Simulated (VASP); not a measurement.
# SiC (I-4m2) in VASP: notebook, part 2 of 2

VASP 6.6.1.

### Step 3. Single point, PBE (uniaxial z strain +2.0%)

The input, INCAR:

```
ALGO = Normal
EDIFF = 1E-7
ENCUT = 520
GGA = PE
ISIF = 2
ISMEAR = 0
LASPH = T
LCHARG = T
LELF = T
LREAL = F
LVHAR = T
LWAVE = F
NBANDS = 11
NELM = 60
PREC = Accurate
SIGMA = 0.01
```

The input, KPOINTS:

```
k-points
0
Gamma
  6 6 6
```

The input, POSCAR:

```
SiC
1.0
    0.0000000000      2.1780523510      2.2216133981
    2.1780523510      0.0000000000      2.2216133981
    2.1780523510      2.1780523510      0.0000000000
Si C
1 1
Direct
    0.0000000000      0.0000000000      0.0000000000
    0.2500000000      0.2500000000      0.2500000000
```

Potentials or basis: VASP PAW PBE potentials, release 64 (Si, C).

Started as:

```sh
$ cat potpaw_PBE.64/Si/POTCAR potpaw_PBE.64/C/POTCAR > POTCAR
$ mpirun -np 1 vasp_std > vasp.out
```

OUTCAR:

```text
EDIFF = 1E-7
   ENCUT = 520
   GGA = PE
   ISIF = 2
   ISMEAR = 0
   LASPH = T
   LREAL = F
   NELM = 60
   PREC = Accurate

 ion  position               nearest neighbor table
   1  0.000  0.000  0.000-   2 1.90   2 1.90   2 1.90   2 1.90
   2  0.250  0.250  0.250-   1 1.90   1 1.90   1 1.90   1 1.90

  LATTYP: Found a body centered tetragonal cell.
 ALAT       =     3.0802311743
 C/A-ratio  =     1.4424978337

  Lattice vectors:

 A1 = (  -2.1780523510,   0.0000000000,   2.2216133981)
 A2 = (   2.1780523510,   0.0000000000,   2.2216133981)
 A3 = (   0.0000000000,   2.1780523510,  -2.2216133981)

Analysis of symmetry for initial positions (statically):
=====================================================================
 Subroutine PRICEL returns:
 Original cell was already a primitive cell.

 Routine SETGRP: Setting up the symmetry group for a
 body centered tetragonal supercell.

 Subroutine GETGRP returns: Found  8 space group operations
 (whereof  8 operations were pure point group operations)
 out of a pool of 16 trial point group operations.

The static configuration has the point symmetry D_2d.

Analysis of symmetry for dynamics (positions and initial velocities):
=====================================================================
 Subroutine PRICEL returns:
 Original cell was already a primitive cell.

 Routine SETGRP: Setting up the symmetry group for a
 body centered tetragonal supercell.

 Subroutine GETGRP returns: Found  8 space group operations
 (whereof  8 operations were pure point group operations)
 out of a pool of 16 trial point group operations.

The dynamic configuration has the point symmetry D_2d.

 Subroutine INISYM returns: Found  8 space group operations
 (whereof  8 operations are pure point group operations),
 and found     1 'primitive' translations

----------------------------------------------------------------------------------------

                                     Primitive cell

  volume of cell :      21.0783

  direct lattice vectors                    reciprocal lattice vectors
     0.000000000  2.178052351  2.221613398    -0.229562894  0.229562894  0.225061660
     2.178052351  0.000000000  2.221613398     0.229562894 -0.229562894  0.225061660
     2.178052351  2.178052351  0.000000000     0.229562894  0.229562894 -0.225061660

  length of vectors
     3.111185969  3.111185969  3.080231174     0.395032904  0.395032904  0.395032904

  position of ions in fractional coordinates (direct lattice)
     0.000000000  0.000000000  0.000000000
     0.250000000  0.250000000  0.250000000

  ion indices of the primitive-cell ions
   primitive index   ion index
                 1           1
                 2           2

----------------------------------------------------------------------------------------

 KPOINTS: k-points

Automatic generation of k-mesh.
 Grid dimensions read from file:
 generate k-points for:    6    6    6

 Generating k-lattice:

  Cartesian coordinates                     Fractional coordinates (reciprocal lattice)
    -0.038260482  0.038260482  0.037510277     0.166666667  0.000000000  0.000000000
     0.038260482 -0.038260482  0.037510277     0.000000000  0.166666667  0.000000000
     0.038260482  0.038260482 -0.037510277     0.000000000  0.000000000  0.166666667

  Length of vectors
     0.065838817  0.065838817  0.065838817

  Shift w.r.t. Gamma in fractional coordinates (k-lattice)
     0.000000000  0.000000000  0.000000000

 Subroutine IBZKPT returns following result:
 ===========================================

 Found     30 irreducible k-points:

 Following reciprocal coordinates:
            Coordinates               Weight
  0.000000  0.000000  0.000000      1.000000
  0.166667 -0.000000  0.000000      8.000000
  0.333333  0.000000  0.000000      8.000000
  0.500000  0.000000  0.000000      4.000000
  0.166667  0.166667  0.000000      2.000000
  0.333333  0.166667  0.000000      8.000000
[... 16 lines left out ...]
  0.333333  0.000000  0.333333      4.000000
  0.500000 -0.000000  0.333333     16.000000
 [... further k-points ...]
   k-points           NKPTS =     30   k-points in BZ     NKDIM =     30   number of bands    NBANDS=     11
   number of dos      NEDOS =    301   number of ions     NIONS =      2
   total plane-waves  NPLWV =  13824
   dimension x,y,z NGX =    24 NGY =   24 NGZ =   24
   dimension x,y,z NGXF=    48 NGYF=   48 NGZF=   48
   ions per type =               1   1
   NGX,Y,Z   is equivalent  to a cutoff of  12.82, 12.82, 12.95 a.u.
   NGXF,Y,Z  is equivalent  to a cutoff of  25.65, 25.65, 25.91 a.u.
 SYSTEM =  unknown system
   PREC   = accura    normal or accurate (medium, high low for compatibility)
   ISTART =      0    job   : 0-new  1-cont  2-samecut
   ICHARG =      2    charge: 1-file 2-atom 10-const
   ISPIN  =      1    spin polarized calculation?
   LNONCOLLINEAR =      F non collinear calculations
   LSORBIT =      F    spin-orbit coupling
   LASPH  =      T    aspherical Exc in radial PAW
   ENCUT  =  520.0 eV  38.22 Ry    6.18 a.u.   5.78  5.78  5.73*2*pi/ulx,y,z
   NELM   =     60;   NELMIN=  2; NELMDL= -5     # of ELM steps
   EDIFF  = 0.1E-06   stopping-criterion for ELM
   LREAL  =      F    real-space projection
   EDIFFG = 0.1E-05   stopping-criterion for IOM
   NSW    =      0    number of steps for IOM
   IBRION =     -1    ionic relax: 0-MD 1-quasi-New 2-CG
   NFREE  =      0    steps in history (QN), initial steepest desc. (CG)
   ISIF   =      2    stress and relaxation
   ISYM   =      2    0-nonsym 1-usesym 2-fastsym
   POTIM  = 0.5000    time-step for ionic-motion
   TEBEG  =    0.0;   TEEND  =   0.0 temperature during run
   PSTRESS=    0.0 pullay stress
   NELECT =       8.0000    total number of electrons
   NUPDOWN=      -1.0000    fix difference up-down
   EMIN   =  10.00;   EMAX   =-10.00  energy-range for DOS
   EFERMI =   0.00;   METHOD = LEGACY
   ISMEAR =     0;   SIGMA  =   0.01  broadening in eV -4-tet -1-fermi 0-gaus
   EFERMI_NEDOS =   21; number of points for ismear=-14 and -15
   IALGO  =     38    algorithm
   IMIX   =      4    mixing-type and parameters
     AMIX     =   0.40;   BMIX     =  1.00
     AMIX_MAG =   1.60;   BMIX_MAG =  1.00
  volume/ion in A,a.u.               =      10.54        71.12
  Fermi-wavevector in a.u.,A,eV,Ry     =   1.185295  2.239883 19.115155  1.404924
  Thomas-Fermi vector in A             =   2.321492
   LORBIT       =      0    0 simple, 1 ext, 2 COOP (PROOUT), +10 PAW based schemes
   GGA     = PE    functional components
   LHFCALC =     F    Hartree Fock is set to
   AEXX    =    0.0000 exact exchange contribution
   IVDW    =     0    specifies the selected vdW correction
   LEPSILON=     F    determine dielectric tensor
   LRPA    =     F    only Hartree local field effects (RPA)
 non-spin polarized calculation
 Gauss-broadening in eV      SIGMA  =   0.01
  energy-cutoff  :      520.00
  volume of cell :       21.08
 maximum number of plane-waves:       588
   NGX = 11   NGY = 11   NGZ = 11

 number of electron       8.0000001 magnetization

 Free energy of the ion-electron system (eV)
  ---------------------------------------------------
  ext. energy  EPLUGINS =         0.00000000
  ---------------------------------------------------
  free energy    TOTEN  =       -15.04561834 eV

  energy without entropy =      -15.04561834  energy(sigma->0) =      -15.04561834

 E-fermi :   8.0404     XC(G=0): -11.2740

 val. band max:        7.9558117517   @ k =   0.0000   0.0000   0.0000
 cond. band min:       9.2201612700   @ k =   0.5000   0.0000   0.5000
 fundamental gap:      1.2643495183
 Fermi energy:         8.0404074530

 k-point     1 :       0.0000    0.0000    0.0000
  band No.  band energies     occupation
      1      -7.3534      2.00000
      2       7.8176      2.00000
      3       7.9558      2.00000
      4       7.9558      2.00000
      5      13.9220      0.00000
      6      15.0664      0.00000
      7      15.0664      0.00000
      8      15.1185      0.00000
      9      21.9880      0.00000
     10      22.5998      0.00000
     11      24.0988      0.00000
[... 309 lines left out ...]
 k-point    24 :       0.5000   -0.0000    0.3333
  band No.  band energies     occupation
      1      -3.0563      2.00000
      2       1.1455      2.00000
      3       3.6137      2.00000
      4       5.0948      2.00000
      5      10.5622      0.00000
      6      13.9156      0.00000
      7      19.5846      0.00000
      8      20.1460      0.00000
      9      21.9675      0.00000
     10      25.7857      0.00000
     11      29.0946      0.00000

 [... further k-points ...]

------------------------ aborting loop because EDIFF is reached ----------------------------------------

  FORCE on cell =-STRESS in cart. coord.  units (eV):
  Direction    XX          YY          ZZ          XY          YZ          ZX
  --------------------------------------------------------------------------------------
  -------------------------------------------------------------------------------------
  Total        0.1267115      0.1267115     -0.5667287      0.0000000      0.0000000      0.0000000
  in kB        9.6314425      9.6314425    -43.0775160      0.0000000      0.0000000      0.0000000
  external PRESSURE =      -7.9382104 kB  Pullay stress =       0.0000000 kB

 VOLUME and BASIS-vectors are now :
 -----------------------------------------------------------------------------
  energy-cutoff  :      520.00
  volume of cell :       21.08
      direct lattice vectors                 reciprocal lattice vectors
     0.000000000  2.178052351  2.221613398    -0.229562894  0.229562894  0.225061660
     2.178052351  0.000000000  2.221613398     0.229562894 -0.229562894  0.225061660
     2.178052351  2.178052351  0.000000000     0.229562894  0.229562894 -0.225061660

 POSITION                                       TOTAL-FORCE (eV/Angst)
 -----------------------------------------------------------------------------------
      0.00000      0.00000      0.00000        -0.000000     -0.000000      0.000000
      1.08903      1.08903      1.11081         0.000000      0.000000     -0.000000
 -----------------------------------------------------------------------------------
    total drift:                                0.000000      0.000000      0.000000

  FREE ENERGIE OF THE ION-ELECTRON SYSTEM (eV)
  ---------------------------------------------------
  free  energy   TOTEN  =       -15.0456183363 eV

  energy  without entropy=      -15.0456183363  energy(sigma->0) =      -15.04561834
```

Run time: 2.8 s. Hardware: 1 thread of Intel Xeon 6975P-C, shared host; peak memory 0.13 GiB.

What came out:

```
Free energy            : -15.0456 eV
Pressure               : -0.8 GPa
Band gap on the k mesh : 1.26 eV, indirect (least direct gap 4.50 eV)
```

Caveat: the cell differs from its parent crystal (uniaxial z strain +2.0%). A k mesh can miss the band edges.

### Step 4. Single point, PBE (uniaxial z strain +3.0%)

The input, INCAR:

```
SYSTEM = SiC
PREC = Accurate
ENCUT = 520
EDIFF = 1E-6
ISMEAR = 0
SIGMA = 0.01
LREAL = .False.
LASPH = .True.
NELM = 80
ALGO = Normal
ISIF = 2
LWAVE = .False.
LCHARG = .True.
GGA = PE
LELF = .True.
LVHAR = .True.
NBANDS = 11
```

The input, KPOINTS:

```
regular mesh
0
Gamma
  6 6 6
  0 0 0
```

The input, POSCAR:

```
SiC
1.0
    0.0000000000      2.1780523510      2.2433939216
    2.1780523510      0.0000000000      2.2433939216
    2.1780523510      2.1780523510      0.0000000000
Si C
1 1
Direct
    0.0000000000      0.0000000000      0.0000000000
    0.2500000000      0.2500000000      0.2500000000
```

Potentials or basis: VASP PAW PBE potentials, release 64 (Si, C).

Started as:

```sh
$ cat potpaw_PBE.64/Si/POTCAR potpaw_PBE.64/C/POTCAR > POTCAR
$ mpirun -np 1 vasp_std > vasp.out
```

OUTCAR:

```text
SYSTEM = SiC
   PREC = Accurate
   ENCUT = 520
   EDIFF = 1E-6
   ISMEAR = 0
   LREAL = .False.
   LASPH = .True.
   NELM = 80
   ISIF = 2
   GGA = PE

 ion  position               nearest neighbor table
   1  0.000  0.000  0.000-   2 1.91   2 1.91   2 1.91   2 1.91
   2  0.250  0.250  0.250-   1 1.91   1 1.91   1 1.91   1 1.91

  LATTYP: Found a body centered tetragonal cell.
 ALAT       =     3.0802311743
 C/A-ratio  =     1.4566399693

  Lattice vectors:

 A1 = (  -2.1780523510,   0.0000000000,   2.2433939216)
 A2 = (   2.1780523510,   0.0000000000,   2.2433939216)
 A3 = (   0.0000000000,   2.1780523510,  -2.2433939216)

Analysis of symmetry for initial positions (statically):
=====================================================================
 Subroutine PRICEL returns:
 Original cell was already a primitive cell.

 Routine SETGRP: Setting up the symmetry group for a
 body centered tetragonal supercell.

 Subroutine GETGRP returns: Found  8 space group operations
 (whereof  8 operations were pure point group operations)
 out of a pool of 16 trial point group operations.

The static configuration has the point symmetry D_2d.

Analysis of symmetry for dynamics (positions and initial velocities):
[... 163 lines left out ...]
 fundamental gap:      1.2227177067
 Fermi energy:         7.9320735727

 k-point     1 :       0.0000    0.0000    0.0000
  band No.  band energies     occupation
      1      -7.3847      2.00000
      2       7.6645      2.00000
      3       7.8736      2.00000
      4       7.8736      2.00000
      5      13.6969      0.00000
      6      14.8864      0.00000
      7      14.8864      0.00000
      8      14.9637      0.00000
      9      21.6638      0.00000
     10      22.5813      0.00000
     11      23.8422      0.00000
[... 309 lines left out ...]
 k-point    24 :       0.5000    0.0000    0.3333
  band No.  band energies     occupation
      1      -3.1065      2.00000
      2       1.0818      2.00000
      3       3.5338      2.00000
      4       4.9732      2.00000
      5      10.4227      0.00000
      6      13.7073      0.00000
      7      19.2366      0.00000
      8      20.0647      0.00000
      9      21.7613      0.00000
     10      25.5843      0.00000
     11      28.7532      0.00000

 [... further k-points ...]
[... 5 lines left out ...]
  --------------------------------------------------------------------------------------
  -------------------------------------------------------------------------------------
  Total       -0.0212086     -0.0212086     -1.0843050      0.0000000      0.0000000     -0.0000000
  in kB       -1.5964354     -1.5964354    -81.6187389      0.0000000      0.0000000     -0.0000000
  external PRESSURE =     -28.2705366 kB  Pullay stress =       0.0000000 kB

 VOLUME and BASIS-vectors are now :
 -----------------------------------------------------------------------------
  energy-cutoff  :      520.00
  volume of cell :       21.28
      direct lattice vectors                 reciprocal lattice vectors
     0.000000000  2.178052351  2.243393922    -0.229562894  0.229562894  0.222876596
     2.178052351  0.000000000  2.243393922     0.229562894 -0.229562894  0.222876596
     2.178052351  2.178052351  0.000000000     0.229562894  0.229562894 -0.222876596

 POSITION                                       TOTAL-FORCE (eV/Angst)
 -----------------------------------------------------------------------------------
      0.00000      0.00000      0.00000        -0.000000     -0.000000      0.000000
      1.08903      1.08903      1.12170         0.000000      0.000000     -0.000000
 -----------------------------------------------------------------------------------
    total drift:                                0.000000      0.000000      0.000000

  FREE ENERGIE OF THE ION-ELECTRON SYSTEM (eV)
  ---------------------------------------------------
  free  energy   TOTEN  =       -15.0376263987 eV

  energy  without entropy=      -15.0376263987  energy(sigma->0) =      -15.03762640
```

OSZICAR:

```text
N       E                     dE             d eps       ncg     rms          rms(c)
DAV:   1     0.285217360774E+01    0.28522E+01   -0.39109E+03   684   0.609E+02
DAV:   2    -0.162251923280E+02   -0.19077E+02   -0.18086E+02   785   0.107E+02
DAV:   3    -0.168197852337E+02   -0.59459E+00   -0.59363E+00   825   0.160E+01
DAV:   4    -0.168222283217E+02   -0.24431E-02   -0.24429E-02   754   0.128E+00
DAV:   5    -0.168222398674E+02   -0.11546E-04   -0.11546E-04   834   0.837E-02    0.853E+00
DAV:   6    -0.150868739643E+02    0.17354E+01   -0.64213E+00   735   0.112E+01    0.375E+00
DAV:   7    -0.150448944440E+02    0.41980E-01   -0.35515E-01   798   0.342E+00    0.173E+00
DAV:   8    -0.150373970565E+02    0.74974E-02   -0.19914E-02   759   0.939E-01    0.168E-01
DAV:   9    -0.150375067117E+02   -0.10966E-03   -0.16857E-03   817   0.232E-01    0.111E-01
DAV:  10    -0.150376235493E+02   -0.11684E-03   -0.25272E-04   753   0.956E-02    0.255E-02
DAV:  11    -0.150376259158E+02   -0.23665E-05   -0.44944E-05   792   0.342E-02    0.671E-03
DAV:  12    -0.150376263987E+02   -0.48294E-06   -0.20122E-06   662   0.857E-03
   1 F= -.15037626E+02 E0= -.15037626E+02  d E =-.725510E-19
```

Wall time 2.7 s (1 thread of Intel Xeon 6975P-C, shared host); peak memory 0.13 GiB.

What came out:

| Item | Value |
| --- | --- |
| Free energy | -15.0376 eV |
| Pressure | -2.8 GPa |
| Band gap on the k mesh | 1.22 eV, indirect (least direct gap 4.48 eV) |

Levels at points of the mesh, in eV from the valence-band top:
| k point | band 1 | band 2 | band 3 | band 4 | band 5 | band 6 | band 7 | band 8 | band 9 |
| --- | --- | --- | --- | --- | --- | --- | --- | --- | --- |
| (0.00, 0.00, 0.00) | -15.26 | -0.21 | 0.00 | 0.00 | 5.82 | 7.01 | 7.01 | 7.09 | 13.79 |
| (0.50, 0.00, 0.00) | -11.79 | -8.46 | -1.30 | -0.94 | 5.02 | 6.91 | 7.25 | 9.83 | 15.72 |
| (0.50, 0.50, 0.00) | -10.52 | -8.02 | -2.99 | -2.99 | 1.49 | 4.49 | 13.70 | 13.70 | 14.04 |
| (0.50, 0.00, 0.50) | -10.30 | -7.66 | -3.33 | -3.28 | 1.22 | 3.98 | 13.14 | 14.03 | 14.46 |

Caveat: the cell differs from its parent crystal (uniaxial z strain +3.0%). A k mesh can miss the band edges.

### Step 5. The runs side by side

| cell | gap on the mesh (eV) | pressure (GPa) |
| --- | --- | --- |
| a = 3.096, b = 3.096, c = 3.080 Å, angles 60.2, 60.2, 59.7°, 2 atoms | 1.31 | 1.3 |
| a = 3.111, b = 3.111, c = 3.080 Å, angles 60.3, 60.3, 59.3°, 2 atoms | 1.26 | -0.8 |
| a = 3.127, b = 3.127, c = 3.080 Å, angles 60.5, 60.5, 59.0°, 2 atoms | 1.22 | -2.8 |

Alike in all rows: task single point; level PBE; potentials or basis VASP PAW PBE potentials, release 64 (Si, C); no spin polarisation; k mesh 6 × 6 × 6; cutoff (eV) 520; smearing gaussian 0.01 eV.

Absolute energies hang on the potentials; compare differences alone.
